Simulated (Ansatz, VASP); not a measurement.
**One calculation of AlN, two programs**

```
Al N
1.0
     3.33057    0.00000    0.00000
    -1.66528    2.88435    0.00000
     0.00000    0.00000    4.16917
Al N
2 2
Direct
  0.33333 0.66667 0.75547
  0.66667 0.33333 0.25547
  0.33333 0.66667 0.23947
  0.66667 0.33333 0.73947
```

Change from the starting cell: mode 4 frozen in at -0.043 Å, equal normal strain along x, y and z +0.0167.

Alike in both runs: task single point; functional LDA; k mesh 9 × 9 × 6; occupations gaussian, width 0.05 eV; no spin polarisation.

```csv
,VASP,Ansatz
version,VASP 6.6.1,Ansatz 0.2.0
potentials or method,"VASP PAW LDA potentials, release 64 (Al, N), cutoff 520 eV","scalar-relativistic, plane waves, PAW"
valence electrons in the cell,16,16
```

Ansatz gave:

| Item | Value |
| --- | --- |
| gap on the k mesh at the Fermi level (eV) | 3.27 |
| least direct gap on the mesh (eV) | 3.27 |
| pressure (GPa) | -9.8 |
| traceless stress, the component that is largest in VASP (GPa) | 2.35 |
| rms of the force components (eV/Å) | 0.068 |

Task: Estimate VASP's values.

Result: gap on the k mesh at the Fermi level (eV): 3.28; least direct gap on the mesh (eV): 3.28; pressure (GPa): -9.3; traceless stress, the component that is largest in VASP (GPa): 2.24; rms of the force components (eV/Å): 0.073.

Ansatz warns that its potentials were made for another functional, while VASP's fit it. LDA's correlation is that of Perdew and Zunger in VASP and of Perdew and Wang (1992) in Ansatz. Atom by atom the forces differ by 0.005 eV/Å (rms over components).
